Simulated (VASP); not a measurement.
Here is a VASP 6.6.1 calculation.

File POSCAR:

```
Ge
1.0
    0.0000000000      2.8360149697      2.8360149697
    2.8360149697      0.0000000000      2.8360149697
    2.8360149697      2.8360149697      0.0000000000
Ge
2
Direct
    0.5000000000      0.5000000000      0.5000000000
    0.7500000000      0.7500000000      0.7500000000
```

File INCAR.step1:

```
PREC     = Accurate       # precision mode
ENCUT    = 520            # plane-wave cutoff, eV
ISMEAR   = -1             # smearing method
SIGMA    = 0.05           # smearing width, eV
LREAL    = F              # projectors in reciprocal space
LASPH    = T              # aspherical terms in the spheres
NELM     = 60             # most SCF steps
NBANDS   = 21             # bands
GGA      = PE             # functional
ALGO     = Normal         # electronic algorithm
EDIFF    = 1E-4           # SCF threshold, eV
LWAVE    = T              # write WAVECAR
LCHARG   = F              # write CHGCAR
```

Contents of INCAR.step2:

```
PREC     = Accurate       # precision mode
ENCUT    = 520            # plane-wave cutoff, eV
EDIFF    = 1E-6           # SCF threshold, eV
ISMEAR   = -1             # smearing method
SIGMA    = 0.05           # smearing width, eV
LREAL    = F              # projectors in reciprocal space
LASPH    = T              # aspherical terms in the spheres
NELM     = 60             # most SCF steps
ALGO     = Normal         # electronic algorithm
ISIF     = 2              # what is computed and relaxed
LWAVE    = F              # write WAVECAR
LCHARG   = T              # write CHGCAR
METAGGA  = R2SCAN         # meta-GGA
LMIXTAU  = T            
LELF     = T              # ELF
LVHAR    = T            
NBANDS   = 21             # bands
ISTART   = 1
```

KPOINTS

```
Automatic mesh
0
Gamma
  5 5 5
```

Potentials or basis: VASP PAW PBE potentials, release 64 (Ge_d).

The run is started by

```sh
$ cat potpaw_PBE.64/Ge_d/POTCAR > POTCAR
$ cp INCAR.step1 INCAR
$ mpirun -np 1 vasp_std > vasp.out
$ cp INCAR.step2 INCAR
$ mpirun -np 1 vasp_std > vasp.out
```

Task: Estimate the band gap on the k mesh.

Result: 0.33 eV, direct.

Task: What does it give for the pressure?

Result: 0.1 GPa.

Caveat: the PAW data sets were made with another functional, which shifts forces and pressure a little.

**The experiment to reproduce.**

From “Electronic and optical properties of SixGe1-x-ySny alloys lattice-matched to Ge”, 2021, arxiv:2109.02782, for a bulk crystal of Ge at 300 K: band gap 0.807 eV (direct).

Against the measured gap of Ge, 0.807 eV (direct; 300 K; “Electronic and optical properties of SixGe1-x-ySny alloys lattice-matched to Ge”, 2021, arxiv:2109.02782), the calculated 0.33 eV is off by -0.47 eV. 3 values of this kind are on record (0.666 to 0.807 eV); this one was drawn at random among those near their median. Spin-orbit coupling on Ge is left out. The value is that of r2SCAN on a finite k mesh, which can miss the band edges, without temperature or zero-point motion.
